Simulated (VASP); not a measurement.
# C (P-3m1) in VASP: notebook, part 2 of 2

VASP 6.6.1. Earlier steps stand in the parts before.

### Step 3. Single point, PBEsol (the distance across one plane changed)

The input, INCAR:

```
ALGO     = Normal         # electronic algorithm
EDIFF    = 1E-7           # SCF threshold, eV
ENCUT    = 520            # plane-wave cutoff, eV
GGA      = PS             # functional
ISIF     = 2              # what is computed and relaxed
ISMEAR   = 0              # smearing method
LASPH    = True           # aspherical terms in the spheres
LCHARG   = True           # write CHGCAR
LELF     = True           # ELF
LREAL    = False          # projectors in reciprocal space
LVHAR    = True         
LWAVE    = False          # write WAVECAR
NBANDS   = 21             # bands
NELM     = 60             # most SCF steps
PREC     = Accurate       # precision mode
SIGMA    = 0.05           # smearing width, eV
```

The input, KPOINTS:

```
k-points
0
Gamma
  15 15 3
```

The input, POSCAR:

```
C
1.0
   -2.4589102530      0.0000000000      0.0000000000
   -1.2294551265     -2.1294787447      0.0000000000
    0.0000000000      0.0000000000     11.2943044874
C
6
Direct
    0.6666666667      0.6666666667      0.1592465212
    1.0000000000      0.0000000000      0.7963997872
    0.3333333333      0.3333333333      0.4778231542
    0.6666666667      0.6666666667      0.7964515202
    1.0000000000      1.0000000000      0.4778748872
    0.3333333333      0.3333333333      0.1592982542
```

Potentials or basis: VASP PAW PBE potentials, release 64 (C).

Command:

```bash
> cat potpaw_PBE.64/C/POTCAR > POTCAR
> mpirun -np 1 vasp_std > vasp.out
```

Run time: 78 s. Hardware: 1 thread of Intel Xeon Platinum 8124M at 3.00GHz (Skylake/Cascade Lake), shared host; peak memory 0.2 GiB.

It converged, with:

| Item | Value |
| --- | --- |
| Free energy | -57.8648 eV |
| Pressure | 0.6 GPa |
| Largest force | 0.007 eV/Å |

Forces on the atoms (eV/Å):
```
C    0.000  0.000 -0.003
C    0.000  0.000  0.007
C    0.000  0.000 -0.002
C    0.000  0.000  0.003
C    0.000  0.000  0.002
C    0.000  0.000 -0.007
```

Stress tensor (GPa, compression positive):
```
 0.96  0.00  0.00
 0.00  0.96  0.00
 0.00  0.00 -0.19
```

Caveat: the cell differs from its parent crystal (the distance across one plane changed); this functional lacks dispersion, which binds layers or chains, so the pressure and a relaxed spacing across them are unreliable; the PAW data sets were made with another functional, which shifts forces and pressure a little.

### Step 4. Single point, PBEsol (the distance across one plane changed)

The input, INCAR:

```
SYSTEM = C
  PREC = Accurate
  ENCUT = 520
  EDIFF = 1E-6
  ISMEAR = 0
  SIGMA = 0.05
  LREAL = .False.
  LASPH = .True.
  NELM = 100
  ALGO = Normal
  ISIF = 2
  LWAVE = .False.
  LCHARG = .False.
  GGA = PS
  NBANDS = 21
```

The input, KPOINTS:

```
regular mesh
0
Gamma
  15 15 3
  0 0 0
```

The input, POSCAR:

```
C
1.0
   -2.4589102530      0.0000000000      0.0000000000
   -1.2294551265     -2.1294787447      0.0000000000
    0.0000000000      0.0000000000     11.5443044874
C
6
Direct
    0.6666666667      0.6666666667      0.1557979262
    1.0000000000      0.0000000000      0.7791531920
    0.3333333333      0.3333333333      0.4674755591
    0.6666666667      0.6666666667      0.7792038046
    1.0000000000      1.0000000000      0.4675261718
    0.3333333333      0.3333333333      0.1558485389
```

Command:

```bash
> cat potpaw_PBE.64/C/POTCAR > POTCAR
> mpirun -np 1 vasp_std > vasp.out
```

Run time: 75 s. Hardware: 1 thread of Intel Xeon Platinum 8124M at 3.00GHz (Skylake/Cascade Lake), shared host; peak memory 0.2 GiB.

The run converged. Its results:

* Free energy: -57.8629 eV
* Pressure: 0.6 GPa
* Largest force: 0.006 eV/Å

Forces on the atoms (eV/Å):
```
C    0.000  0.000  0.000
C    0.000  0.000  0.006
C    0.000  0.000 -0.002
C    0.000  0.000  0.000
C    0.000  0.000  0.002
C    0.000  0.000 -0.006
```

Stress tensor (GPa, compression positive):
```
 0.93  0.00  0.00
 0.00  0.93  0.00
 0.00  0.00 -0.15
```

Caveat: the cell differs from its parent crystal (the distance across one plane changed); this functional lacks dispersion, which binds layers or chains, so the pressure and a relaxed spacing across them are unreliable; the PAW data sets were made with another functional, which shifts forces and pressure a little.

### Step 5. Single point, PBEsol (the distance across one plane changed)

The input, INCAR:

```
ALGO = Normal
EDIFF = 1E-6
ENCUT = 520
GGA = PS
ISIF = 2
ISMEAR = 0
LASPH = True
LCHARG = False
LREAL = False
LWAVE = False
NBANDS = 21
NELM = 100
PREC = Accurate
SIGMA = 0.05
```

The input, KPOINTS:

```
k-points
0
Gamma
  15 15 3
```

The input, POSCAR:

```
C
1.0
   -2.4589102530      0.0000000000      0.0000000000
   -1.2294551265     -2.1294787447      0.0000000000
    0.0000000000      0.0000000000     11.7943044874
C
6
Direct
    0.6666666667      0.6666666667      0.1524955287
    1.0000000000      0.0000000000      0.7626377376
    0.3333333333      0.3333333333      0.4575666332
    0.6666666667      0.6666666667      0.7626872774
    1.0000000000      1.0000000000      0.4576161730
    0.3333333333      0.3333333333      0.1525450686
```

Command:

```bash
> cat potpaw_PBE.64/C/POTCAR > POTCAR
> mpirun -np 1 vasp_std > vasp.out
```

Run time: 73 s. Hardware: 1 thread of Intel Xeon Platinum 8124M at 3.00GHz (Skylake/Cascade Lake), shared host; peak memory 0.2 GiB.

The run converged. Its results:

```
Free energy   : -57.8617 eV
Pressure      : 0.6 GPa
Largest force : 0.005 eV/Å
```

Forces on the atoms (eV/Å):
```
C    0.000  0.000  0.002
C    0.000  0.000  0.005
C    0.000  0.000 -0.002
C    0.000  0.000 -0.002
C    0.000  0.000  0.002
C    0.000  0.000 -0.005
```

Stress tensor (GPa, compression positive):
```
 0.91  0.00  0.00
 0.00  0.91  0.00
 0.00  0.00 -0.12
```

Caveat: the cell differs from its parent crystal (the distance across one plane changed); this functional lacks dispersion, which binds layers or chains, so the pressure and a relaxed spacing across them are unreliable; the PAW data sets were made with another functional, which shifts forces and pressure a little.

### Step 6. Single point, PBEsol (the distance across one plane changed)

The input, INCAR:

```
PREC = Accurate
ENCUT = 520
EDIFF = 1E-6
ISMEAR = 0
SIGMA = 0.05
LREAL = False
LASPH = True
NELM = 100
ALGO = Normal
ISIF = 2
LWAVE = False
LCHARG = False
GGA = PS
NBANDS = 21
```

The input, KPOINTS:

```
Automatic mesh
0
Gamma
  15 15 3
```

The input, POSCAR:

```
C
1.0
   -2.4589102530      0.0000000000      0.0000000000
   -1.2294551265     -2.1294787447      0.0000000000
    0.0000000000      0.0000000000     12.2943044874
C
6
Direct
    0.6666666667      0.6666666667      0.1462936517
    1.0000000000      0.0000000000      0.7316218416
    0.3333333333      0.3333333333      0.4389577467
    0.6666666667      0.6666666667      0.7316693667
    1.0000000000      1.0000000000      0.4390052718
    0.3333333333      0.3333333333      0.1463411768
```

Potentials or basis: VASP PAW PBE potentials, release 64 (C).

Command:

```bash
> cat potpaw_PBE.64/C/POTCAR > POTCAR
> mpirun -np 1 vasp_std > vasp.out
```

It took 77 s on 1 thread of Intel Xeon Platinum 8124M at 3.00GHz (Skylake/Cascade Lake), shared host; peak memory 0.21 GiB.

Results (log left out):

| Property | Result |
| --- | --- |
| Free energy | -57.8605 eV |
| Pressure | 0.5 GPa |
| Largest force | 0.005 eV/Å |

Forces in eV/Å, atoms in the order of the input:
```
C    0.000  0.000  0.003
C    0.000  0.000  0.005
C    0.000  0.000 -0.002
C    0.000  0.000 -0.003
C    0.000  0.000  0.002
C    0.000  0.000 -0.005
```

Stress tensor (GPa, compression positive):
```
 0.87  0.00  0.00
 0.00  0.87  0.00
 0.00  0.00 -0.09
```

Caveat: the cell differs from its parent crystal (the distance across one plane changed); this functional lacks dispersion, which binds layers or chains, so the pressure and a relaxed spacing across them are unreliable; the PAW data sets were made with another functional, which shifts forces and pressure a little.

### Step 7. Single point, PBEsol (the distance across one plane changed)

The input, INCAR:

```
SYSTEM = C
PREC = Accurate
ENCUT = 520
EDIFF = 1E-7
ISMEAR = 0
SIGMA = 0.05
LREAL = .False.
LASPH = .True.
NELM = 60
ALGO = Normal
ISIF = 2
LWAVE = .False.
LCHARG = .False.
GGA = PS
NBANDS = 21
```

The input, KPOINTS:

```
Automatic mesh
0
Gamma
  15 15 3
  0 0 0
```

The input, POSCAR:

```
C
1.0
   -2.4589102530      0.0000000000      0.0000000000
   -1.2294551265     -2.1294787447      0.0000000000
    0.0000000000      0.0000000000     13.7943044874
C
6
Direct
    0.6666666667      0.6666666667      0.1303856023
    1.0000000000      0.0000000000      0.6520648938
    0.3333333333      0.3333333333      0.3912252480
    0.6666666667      0.6666666667      0.6521072510
    1.0000000000      1.0000000000      0.3912676052
    0.3333333333      0.3333333333      0.1304279595
```

Command:

```bash
> cat potpaw_PBE.64/C/POTCAR > POTCAR
> mpirun -np 1 vasp_std > vasp.out
```

Wall time 1.7 min (1 thread of Intel Xeon Platinum 8124M at 3.00GHz (Skylake/Cascade Lake), shared host); peak memory 0.22 GiB.

It converged, with:

```yaml
Free_energy: -57.8599 eV
Pressure: 0.5 GPa
Largest_force: 0.004 eV/Å
```

Forces on the atoms (eV/Å):
```
C    0.000  0.000  0.004
C    0.000  0.000  0.004
C    0.000  0.000 -0.002
C    0.000  0.000 -0.004
C    0.000  0.000  0.002
C    0.000  0.000 -0.004
```

Stress tensor (GPa, compression positive):
```
 0.77  0.00  0.00
 0.00  0.77  0.00
 0.00  0.00 -0.07
```

Caveat: the cell differs from its parent crystal (the distance across one plane changed); this functional lacks dispersion, which binds layers or chains, so the pressure and a relaxed spacing across them are unreliable; the PAW data sets were made with another functional, which shifts forces and pressure a little.

### Step 8. Summary

| cell | pressure (GPa) | largest force (eV/Å) |
| --- | --- | --- |
| a = 2.459, b = 2.459, c = 10.494 Å, angles 90.0, 90.0, 60.0°, 6 atoms | 0.8 | 0.04 |
| a = 2.459, b = 2.459, c = 11.294 Å, angles 90.0, 90.0, 60.0°, 6 atoms | 0.6 | 0.01 |
| a = 2.459, b = 2.459, c = 11.544 Å, angles 90.0, 90.0, 60.0°, 6 atoms | 0.6 | 0.01 |
| a = 2.459, b = 2.459, c = 11.794 Å, angles 90.0, 90.0, 60.0°, 6 atoms | 0.6 | 0.01 |
| a = 2.459, b = 2.459, c = 12.294 Å, angles 90.0, 90.0, 60.0°, 6 atoms | 0.5 | - |
| a = 2.459, b = 2.459, c = 13.794 Å, angles 90.0, 90.0, 60.0°, 6 atoms | 0.5 | - |

Alike in all rows: task single point; level PBEsol; potentials or basis VASP PAW PBE potentials, release 64 (C); no spin polarisation; k mesh 15 × 15 × 3; cutoff (eV) 520; smearing gaussian 0.05 eV.

Caveats: this functional lacks dispersion, which binds layers or chains, so the pressure and a relaxed spacing across them are unreliable; the PAW data sets were made with another functional, which shifts forces and pressure a little.

Absolute energies hang on the potentials; compare differences alone.
